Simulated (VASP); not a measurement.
Crystal: SrO.

```xyz
2
Lattice="0.0000 2.5542 2.5542 2.5542 0.0000 2.5542 2.5542 2.5542 0.0000" Properties=species:S:1:pos:R:3 pbc="T T T"
Sr    2.5542    2.5542    2.5542
O     0.0000    0.0000    0.0000
```

Base run:

```yaml
Program: VASP 6.6.1
Functional: RPBE
Potentials_or_basis: VASP PAW PBE potentials, release 64 (Sr_sv, O)
Cutoff: 600 eV
k_mesh: 8 × 8 × 8
Occupations: gaussian, width 0.02 eV
Spin: no spin polarisation
```

Its results: band gap on the k mesh 3.37 eV, indirect (least direct gap 3.44 eV); pressure 8.4 GPa.

The run is repeated on the same cell with these changes: functional from RPBE to r2SCAN; cutoff from 600 eV to 520 eV. What comes out?

Band gap on the k mesh 3.73 eV, indirect (least direct gap 3.80 eV); pressure 3.6 GPa.

r2SCAN gives the wider gap, since meta-GGAs in the generalised Kohn-Sham scheme recover part of the derivative discontinuity.

Caveats: the PAW data sets were made with another functional, which shifts forces and pressure a little.

A k mesh can miss the band edges.
